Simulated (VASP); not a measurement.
Runs of VASP 6.6.1 on Rh. The structure is that of space group Fm-3m (No. 225), or close to it. The cells are those of the table. 

| cell | further INCAR settings | gap on the mesh (eV) | pressure (GPa) |
| --- | --- | --- | --- |
| a = 2.689, b = 2.676, c = 2.676 Å, angles 60.3, 59.8, 59.8°, 1 atom | ALGO = Fast; EDIFF = 1e-06; NBANDS = 14 | none | (a) |
| a = 2.689, b = 2.716, c = 2.716 Å, angles 59.3, 60.3, 60.3°, 1 atom | ALGO = Fast; EDIFF = 1e-06; NBANDS = 14 | none | 0.5 |
| a = 2.689, b = 2.636, c = 2.636 Å, angles 61.3, 59.3, 59.3°, 1 atom | ALGO = Fast; EDIFF = 1e-07; NBANDS = 14 | none | (b) |
| a = 2.689, b = 2.649, c = 2.649 Å, angles 61.0, 59.5, 59.5°, 1 atom | ALGO = Fast; EDIFF = 1e-06; NBANDS = 14 | none | 15.4 |
| a = 2.689, b = 2.737, c = 2.737 Å, angles 58.9, 60.6, 60.6°, 1 atom | ALGO = Fast; EDIFF = 1e-06; NBANDS = 14 | none | -3.0 |
| a = 2.689, b = 2.730, c = 2.730 Å, angles 59.0, 60.5, 60.5°, 1 atom | ALGO = Fast; EDIFF = 1e-07; NBANDS = 14 | none | -1.9 |
| a = 2.689, b = 2.703, c = 2.703 Å, angles 59.7, 60.2, 60.2°, 1 atom | ALGO = Fast; EDIFF = 1e-07; NBANDS = 14 | none | 3.1 |
| a = 2.689, b = 2.662, c = 2.662 Å, angles 60.7, 59.7, 59.7°, 1 atom | ALGO = Fast; EDIFF = 1e-07; NBANDS = 14 | none | 12.0 |
| a = 2.689, b = 2.744, c = 2.744 Å, angles 58.7, 60.7, 60.7°, 1 atom | ALGO = Fast; EDIFF = 1e-06; NBANDS = 14 | none | -4.1 |

Alike in all rows: task single point; level PBE; potentials or basis VASP PAW PBE potentials, release 64 (Rh_pv); no spin polarisation; k mesh 22 × 22 × 22; cutoff (eV) 520; smearing gaussian 0.15 eV.

Fill in the values left out.

(a) 8.8; (b) 19.1.

A k mesh can miss the band edges, and the runs leave out spin-orbit coupling on Rh.

A gap of «none» marks levels without a gap at the run's occupations.
